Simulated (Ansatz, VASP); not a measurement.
Two plane-wave programs on Fe

The input INCAR:

```
SYSTEM = Fe
  ALGO = Normal
  EDIFF = 1E-6
  ENCUT = 600
  GGA = RP
  GGA_COMPAT = .FALSE.
  ISIF = 2
  ISMEAR = -1
  ISPIN = 2
  LASPH = .TRUE.
  LCHARG = .FALSE.
  LMAXMIX = 4
  LORBIT = 11
  LREAL = .FALSE.
  LWAVE = .FALSE.
  MAGMOM = 3.5
  NBANDS = 14
  NELM = 200
  PREC = Accurate
  SIGMA = 0.2
```

KPOINTS

```
k-points
0
G
  11 11 11
  0 0 0
```

The input POSCAR:

```
Fe
1.0
   -1.4300575988      1.4300575988      1.4300575988
    1.4300575988     -1.4300575988      1.4300575988
    1.4300575988      1.4300575988     -1.4300575988
Fe
1
Direct
    0.0000000000      0.0000000000      0.0000000000
```

Input for Ansatz:

```yaml
crystal:
  lattice:
    - [-1.4300575987818835, 1.4300575987818835, 1.4300575987818835]
    - [1.4300575987818835, -1.4300575987818835, 1.4300575987818835]
    - [1.4300575987818835, 1.4300575987818835, -1.4300575987818835]
  atoms:
    - { symbol: Fe, position: [0.0, 0.0, 0.0], spin: 3.5 }
kpoints:
  mp_grid:
    grid: [11, 11, 11]
hamiltonian:
  xc: rpbe
  pseudopotentials:
    kind: nc
magnetization:
  spin_polarized: true
scf:
  n_extra_bands: 4
  occupations:
    method: fermi_dirac
    width: 0.2
```

Alike in both runs: task single point; functional RPBE; k mesh 11 × 11 × 11; occupations fermi-dirac, width 0.2 eV; collinear spin.

|  | VASP | Ansatz |
| --- | --- | --- |
| version | VASP 6.6.1 | Ansatz 0.2.0 |
| potentials or method | VASP PAW PBE potentials, release 64 (Fe) | plane waves, norm-conserving potentials |
| plane-wave cutoff (eV) | 600 | 1225 |
| valence electrons in the cell | 8 | 16 |

Ansatz gave:

* gap on the k mesh at the Fermi level (eV): none
* net moment per atom (μB): 2.25
* size of the moment on the site where the two differ most (μB): 2.31

Question: Which values does VASP return?

Answer: gap on the k mesh at the Fermi level (eV): none; net moment per atom (μB): 2.28; size of the moment on the site where the two differ most (μB): 2.28.

VASP's potentials were made for PBE, not for RPBE. Site moments also hang on the region over which each program counts them. A gap of «none» marks a metal or a gap that the smearing closes. With one functional, cell and mesh, what is left measures potentials, basis and numerics. VASP's potentials hold 8 valence electrons a cell and Ansatz's 16, so a difference there can come from the potentials and not from the codes. Ansatz's warnings: moment headroom below auto.
